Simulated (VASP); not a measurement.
Input of a VASP 6.6.1 run:

Contents of INCAR:

```
SYSTEM = Mo4C3
PREC = Accurate
ENCUT = 520
EDIFF = 1E-6
ISMEAR = 0
SIGMA = 0.1
LREAL = .FALSE.
LASPH = .TRUE.
NELM = 80
ALGO = Normal
ISIF = 2
LWAVE = .FALSE.
LCHARG = .FALSE.
GGA = PE
NBANDS = 43
```

Contents of KPOINTS:

```
regular mesh
0
G
  6 6 6
  0 0 0
```

File POSCAR:

```
Mo4C3
1.0
    1.5484908500      0.8940216100      9.7144556000
   -1.5484908500      0.8940216100      9.7144556000
    0.0000000000     -1.7880432100      9.7144556000
Mo C
4 3
Direct
    0.8782230000      0.8782230000      0.8782230000
    0.1217770000      0.1217770000      0.1217770000
    0.3753970000      0.3753970000      0.3753970000
    0.6246030000      0.6246030000      0.6246030000
    0.2560229900      0.2560229900      0.2560229900
    0.5000000000      0.5000000000      0.5000000000
    0.7439770100      0.7439770100      0.7439770100
```

Potentials or basis: VASP PAW PBE potentials, release 64 (Mo_sv, C).

Run with:

```bash
$ cat potpaw_PBE.64/Mo_sv/POTCAR potpaw_PBE.64/C/POTCAR > POTCAR
$ mpirun -np 1 vasp_std > vasp.out
```

What does it give for the band gap on the k mesh?

Zero (bands 34 and 35 overlap by 1.75 eV).

Predict the pressure.

-1.2 GPa.

What does it give for the largest force?

0.095 eV/Å.

Stress tensor (GPa, compression positive):
```
-0.77  0.00  0.00
 0.00 -0.77  0.00
 0.00  0.00 -2.03
```

Caveat: the k points lie up to 0.39 Å⁻¹ apart, too coarse for converged energies and pressures of a metal.
